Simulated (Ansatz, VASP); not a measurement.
## HPt6: VASP beside Ansatz

```
Pt H
1.0
     5.61433    0.00000    0.00000
     0.00000    5.61433    0.00000
     0.00000    0.00000   21.85138
Pt H
12 2
Direct
  0.25000 0.25000 0.18305
  0.25000 0.75000 0.18305
  0.75000 0.25000 0.18305
  0.75000 0.75000 0.18305
  0.00000 0.00000 0.27121
  0.00000 0.50000 0.27121
  0.50000 0.00000 0.27121
  0.50000 0.50000 0.27121
  0.25000 0.25000 0.35931
  0.25000 0.75000 0.35931
  0.75000 0.25000 0.35931
  0.75000 0.75000 0.35931
  0.94211 0.00000 0.45312
  0.05789 0.00000 0.45312
```

Alike in both runs: task single point; functional PBE; k mesh 5 × 5 × 1; occupations gaussian, width 0.1 eV; no spin polarisation.

|  | VASP | Ansatz |
| --- | --- | --- |
| version | VASP 6.6.1 | Ansatz 0.2.0 |
| potentials or method | VASP PAW PBE potentials, release 64 (Pt, H), cutoff 520 eV | scalar-relativistic, plane waves, PAW |
| valence electrons in the cell | 122 | 218 |

|  | VASP | Ansatz | Ansatz less VASP |
| --- | --- | --- | --- |
| gap on the k mesh at the Fermi level (eV) | none | none | - |
| rms of the force components (eV/Å) | 1.148 | 1.140 | -0.0076 |

Atom by atom the forces differ by 0.011 eV/Å (rms over components). A gap of «none» marks a metal or a gap that the smearing closes. VASP's potentials hold 122 valence electrons a cell and Ansatz's 218, so a difference there can come from the potentials and not from the codes.

Spin-orbit coupling is off throughout.
